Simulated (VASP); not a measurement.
A run of VASP 6.6.1 is set up as follows.

File INCAR:

```
SYSTEM = TiSe2
PREC = Accurate
ENCUT = 500
EDIFF = 1E-7
ISMEAR = -1
SIGMA = 0.03
LREAL = .FALSE.
LASPH = .TRUE.
NELM = 120
ALGO = Normal
ISIF = 3
LWAVE = .FALSE.
LCHARG = .FALSE.
IBRION = 2
NSW = 80
EDIFFG = -0.002
PSTRESS = 60.0
GGA_COMPAT = .FALSE.
NELMIN = 4
```

KPOINTS

```
Automatic mesh
0
G
  16 16 8
  0 0 0
```

The input POSCAR:

```
TiSe2
1.0
    3.5400000000      0.0000000000      0.0000000000
   -1.7700000000      3.0657299294      0.0000000000
    0.0000000000      0.0000000000      6.0080000000
Ti Se
1 2
Direct
    0.0000000000      0.0000000000      0.0000000000
    0.3333333333      0.6666666667      0.2550000000
    0.6666666667      0.3333333333     -0.2550000000
```

Potentials or basis: VASP PAW LDA potentials, release 64 (Ti_sv, Se).

Run with:

```console
$ cat potpaw_LDA.64/Ti_sv/POTCAR potpaw_LDA.64/Se/POTCAR > POTCAR
$ mpirun -np 1 vasp_std > vasp.out
```

Question: Estimate the space group after relaxing (to 0.05 Å).

Answer: P-3m1 (No. 164).

Question: What does it give for the relaxed cell?

Answer: a = 3.354 Å, b = 3.354 Å, c = 5.573 Å, α = 90.00°, β = 90.00°, γ = 120.00°.

Question: Predict the band gap on the k mesh.

Answer: Zero (band 12 reaches 7.42 eV, above the bottom of band 13 at 6.32 eV).

The path:
| step | energy change (eV) | largest force (eV/Å) | pressure (GPa) | volume (Å³) |
| --- | --- | --- | --- | --- |
| 1 | 0.0000 | 0.2579 | -4.67 | 65.20 |
| 2 | 0.5277 | 2.6795 | 22.06 | 52.47 |
| 3 | -0.0001 | 0.9575 | 5.48 | 58.70 |
| 4 | 0.0045 | 0.9862 | 5.73 | 58.57 |
| 5 | -0.0153 | 0.6766 | 5.77 | 57.14 |
| 6 | 0.0218 | 0.1357 | 6.15 | 54.91 |
| 7 | 0.0085 | 0.0233 | 5.72 | 54.64 |
| 8 | 0.0104 | 0.0800 | 5.51 | 54.40 |
| 9 | 0.0110 | 0.0882 | 5.50 | 54.39 |
| 10 | 0.0366 | 0.1211 | 7.35 | 53.75 |
| 11 | 0.0181 | 0.0225 | 6.08 | 54.18 |
| 12 | 0.0183 | 0.0207 | 6.09 | 54.18 |
| 13 | 0.0154 | 0.0093 | 6.03 | 54.25 |
| 14 | 0.0144 | 0.0052 | 6.00 | 54.28 |
| 15 | 0.0142 | 0.0010 | 6.01 | 54.28 |
| 16 | 0.0141 | 0.0023 | 6.02 | 54.28 |
| 17 | 0.0131 | 0.0031 | 5.96 | 54.31 |
| 18 | 0.0138 | 0.0004 | 5.99 | 54.29 |

Caveat: the cell is relaxed towards a set pressure, so the enthalpy falls and the energy may rise; the volume moved by over 15 % at a fixed basis, so the end points are rough.
